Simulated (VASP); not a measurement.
Write the native input for VASP 6.6.1 that does the following.

| Item | Value |
| --- | --- |
| Task | single point |
| Functional | PBE |
| Potentials or basis | VASP PAW PBE potentials, release 64 (Ti_sv, O) |
| Cutoff | 520 eV |
| k mesh | 12 × 12 × 12 |
| Occupations | fermi-dirac, width 0.1 eV |
| Spin | no spin polarisation |
| Dipole correction | no |
| Further INCAR settings | ALGO = Normal; EDIFF = 1e-07; NBANDS = 19 |

The structure of TiO2 (fluorite type) lies in POSCAR:

```
TiO2
1.0
    0.0000000000      2.0592701908      2.0592701908
    2.0592701908      0.0000000000      2.0592701908
    2.0592701908      2.0592701908      0.0000000000
Ti O
1 2
Direct
    0.0000000000      0.0000000000      0.0000000000
    0.2500000000      0.2500000000      0.2500000000
    0.7500000000      0.7500000000      0.7500000000
```

This cell differs from its parent crystal: volume scaled by 0.62.

One way to write it, as run:

INCAR

```
SYSTEM = TiO2
ALGO = Normal ; EDIFF = 1E-7
ENCUT = 520 ; GGA = PE
ISIF = 2 ; ISMEAR = -1
LASPH = .True. ; LCHARG = .False.
LREAL = .False. ; LWAVE = .False.
NBANDS = 19 ; NELM = 80
PREC = Accurate ; SIGMA = 0.1
```

KPOINTS

```
k-points
0
Gamma
  12 12 12
  0 0 0
```

Potentials or basis: VASP PAW PBE potentials, release 64 (Ti_sv, O).

Launch:

```sh
$ cat potpaw_PBE.64/Ti_sv/POTCAR potpaw_PBE.64/O/POTCAR > POTCAR
$ mpirun -np 1 vasp_std > vasp.out
```

It gave:

The pressure is 322.6 GPa and the band gap on the k mesh is 1.17 eV, indirect (least direct gap 2.52 eV).

It took 47 s on 1 thread of AMD EPYC 7R43 64-Core Processor (Zen 3) (shared host), peak memory 0.12 GiB.
